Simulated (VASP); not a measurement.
Runs of VASP 6.6.1 on Cd3Cl3O. The structure is that of space group Pm-3m (No. 221), or close to it. The cells are those of the table. The cell was built from a structure type or drawn by symmetry, and may not be a known phase.

```tsv
cell	k mesh	smearing	gap on the mesh (eV)	pressure (GPa)
a = 5.536 Å, 7 atoms	4 × 4 × 4	gaussian 0.1 eV	none	-4.0
a = 5.357 Å, 7 atoms	4 × 4 × 4	gaussian 0.1 eV	none	(a)
a = 5.353 Å, 7 atoms	8 × 8 × 8	gaussian 0.1 eV	none	0.3
a = 5.353 Å, 7 atoms	4 × 4 × 4	gaussian 0.2 eV	none	0.3
```

Alike in all rows: task single point; level PBE; potentials or basis VASP PAW PBE potentials, release 64 (Cd, Cl, O); no spin polarisation; cutoff (eV) 520.

Estimate the missing entries.

(a) 0.2.

Caveats: an odd number of electrons without spin polarisation forces a metal; a magnetic or distorted state may lie lower; the cell stands under tension (at least some runs).

A k mesh can miss the band edges, and the runs leave out spin-orbit coupling on Cd.

A gap of «none» marks levels without a gap at the run's occupations.
